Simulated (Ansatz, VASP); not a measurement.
# One calculation of TiAl, two programs

```
Ti Al
1.0
     3.17135    0.00000    0.00000
     0.00000    3.17135    0.00000
     0.00000    0.00000    3.07621
Ti Al
1 1
Cartesian
  0.0000 0.0000 0.0000
  1.5857 1.5857 1.5381
```

Change from the starting cell: strain +0.000 along x and y, -0.030 along z, atoms carried along.

Alike in both runs: task single point; functional r2SCAN; k mesh 20 × 20 × 20; occupations gaussian, width 0.15 eV; no spin polarisation.

```csv
,VASP,Ansatz
version,VASP 6.6.1,Ansatz 0.2.0
potentials or method,"VASP PAW PBE potentials, release 64 (Ti_sv, Al), cutoff 520 eV","scalar-relativistic, plane waves, PAW"
valence electrons in the cell,15,15
```

|  | VASP | Ansatz | Ansatz less VASP |
| --- | --- | --- | --- |
| gap on the k mesh at the Fermi level (eV) | none | none | - |
| pressure (GPa) | 4.1 | 4.0 | -0.10 |
| traceless stress, the component that is largest in VASP (GPa) | -0.27 | -0.25 | +0.015 |

VASP's potentials were made for PBE, not for r2SCAN. A gap of «none» marks a metal or a gap that the smearing closes.
